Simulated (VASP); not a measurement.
Here is a VASP 6.6.1 calculation.

INCAR

```
SYSTEM = MnPd3
  PREC = Accurate
  ENCUT = 520
  EDIFF = 1E-6
  ISMEAR = -1
  SIGMA = 0.05
  LREAL = .FALSE.
  LASPH = .TRUE.
  NELM = 150
  ALGO = Normal
  ISIF = 2
  LWAVE = .FALSE.
  LCHARG = .FALSE.
  ISPIN = 2
  MAGMOM = 0 0 0 4
  LORBIT = 11
  LMAXMIX = 4
  GGA = PS
  NBANDS = 34
```

File KPOINTS:

```
Automatic mesh
0
G
  11 11 11
  0 0 0
```

Contents of POSCAR:

```
MnPd3
1.0
    1.3940380964      0.8048482702      8.5942134270
   -1.3940380964      0.8048482702      8.5942134270
    0.0000000000     -1.6096965404      8.5942134270
Pd Mn
3 1
Direct
    0.7448230000      0.7448230000      0.7448230000
    0.5000000000      0.5000000000      0.5000000000
    0.2551770000      0.2551770000      0.2551770000
    0.0000000000      0.0000000000      0.0000000000
```

Potentials or basis: VASP PAW PBE potentials, release 64 (Pd, Mn_pv).

Launch:

```console
$ cat potpaw_PBE.64/Pd/POTCAR potpaw_PBE.64/Mn_pv/POTCAR > POTCAR
$ mpirun -np 1 vasp_std > vasp.out
```

Task: Predict the largest force.

Result: 0.162 eV/Å.

Task: What does it give for the pressure?

Result: -0.6 GPa.

Stress tensor (GPa, compression positive):
```
-1.11  0.00  0.00
 0.00 -1.11  0.00
 0.00  0.00  0.48
```

Caveat: the PAW data sets were made with another functional, which shifts forces and pressure a little.
